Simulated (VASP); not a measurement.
Wanted: the native input for a VASP 6.6.1 run.

```yaml
Task: single point
Functional: r2SCAN
Potentials_or_basis: VASP PAW PBE potentials, release 64 (Al, Ni)
Cutoff: 520 eV
k_mesh: 12 × 12 × 12
Occupations: gaussian, width 0.1 eV
Spin: collinear spin, ferromagnetic start
Starting_moments: "[0.0, 0.4, 0.4, 0.4] μB"
Dipole_correction: no
Further_INCAR_settings: ALGO = Normal; EDIFF = 1e-06; NBANDS = 28
```

AlNi3:

```
Al Ni
1.0
     3.49053    0.00000    0.00000
     0.00000    3.49053    0.00000
     0.00000    0.00000    3.49053
Al Ni
1 3
Direct
  0.00000 0.00000 0.00000
  0.00000 0.50000 0.50000
  0.50000 0.00000 0.50000
  0.50000 0.50000 0.00000
```

One way to write it, as run:

POSCAR

```
AlNi3
1.0
    3.4905276051      0.0000000000      0.0000000000
    0.0000000000      3.4905276051      0.0000000000
    0.0000000000      0.0000000000      3.4905276051
Al Ni
1 3
Direct
    0.0000000000      0.0000000000      0.0000000000
    0.0000000000      0.5000000000      0.5000000000
    0.5000000000      0.0000000000      0.5000000000
    0.5000000000      0.5000000000      0.0000000000
```

INCAR.step1

```
ALGO     = Normal         # electronic algorithm
EDIFF    = 1E-4           # SCF threshold, eV
ENCUT    = 520            # plane-wave cutoff, eV
GGA      = PE             # functional
ISMEAR   = 0              # smearing method
ISPIN    = 2              # spin polarisation
LASPH    = T              # aspherical terms in the spheres
LCHARG   = F              # write CHGCAR
LMAXMIX  = 4              # l up to which the mixer works
LREAL    = F              # projectors in reciprocal space
LWAVE    = T              # write WAVECAR
MAGMOM   = 0 0.4 0.4 0.4  # initial moments
NBANDS   = 28             # bands
NELM     = 150            # most SCF steps
PREC     = Accurate       # precision mode
SIGMA    = 0.1            # smearing width, eV
```

INCAR.step2

```
ALGO     = Normal         # electronic algorithm
EDIFF    = 1E-6           # SCF threshold, eV
ENCUT    = 520            # plane-wave cutoff, eV
ISIF     = 2              # what is computed and relaxed
ISMEAR   = 0              # smearing method
ISPIN    = 2              # spin polarisation
ISTART   = 1            
LASPH    = T              # aspherical terms in the spheres
LCHARG   = T              # write CHGCAR
LELF     = T              # ELF
LMAXMIX  = 4              # l up to which the mixer works
LMIXTAU  = T            
LORBIT   = 11             # projections on sites
LREAL    = F              # projectors in reciprocal space
LVHAR    = T            
LWAVE    = F              # write WAVECAR
MAGMOM   = 0 0.4 0.4 0.4  # initial moments
METAGGA  = R2SCAN         # meta-GGA
NBANDS   = 28             # bands
NELM     = 150            # most SCF steps
PREC     = Accurate       # precision mode
SIGMA    = 0.1            # smearing width, eV
```

KPOINTS

```
k-points
0
Gamma
  12 12 12
```

Potentials or basis: VASP PAW PBE potentials, release 64 (Al, Ni).

Launch:

```sh
$ cat potpaw_PBE.64/Al/POTCAR potpaw_PBE.64/Ni/POTCAR > POTCAR
$ cp INCAR.step1 INCAR
$ mpirun -np 1 vasp_std > vasp.out
$ cp INCAR.step2 INCAR
$ mpirun -np 1 vasp_std > vasp.out
```

It gave:

```yaml
Pressure: 6.7 GPa
Net_moment: 0.86 μB per cell
Site_moments: Al -0.02; Ni +0.32 μB
Valence_electrons_inside_the_program's_atomic_spheres: Al 0.85; Ni 9.54
```

Caveat: the cell stands under pressure; the PAW data sets were made with another functional, which shifts forces and pressure a little.

Wall time 12 min on 1 thread of Intel(R) Xeon(R) Platinum 8259CL CPU @ 2.50GHz (Skylake/Cascade Lake), with other jobs on the host, peak memory 0.28 GiB.
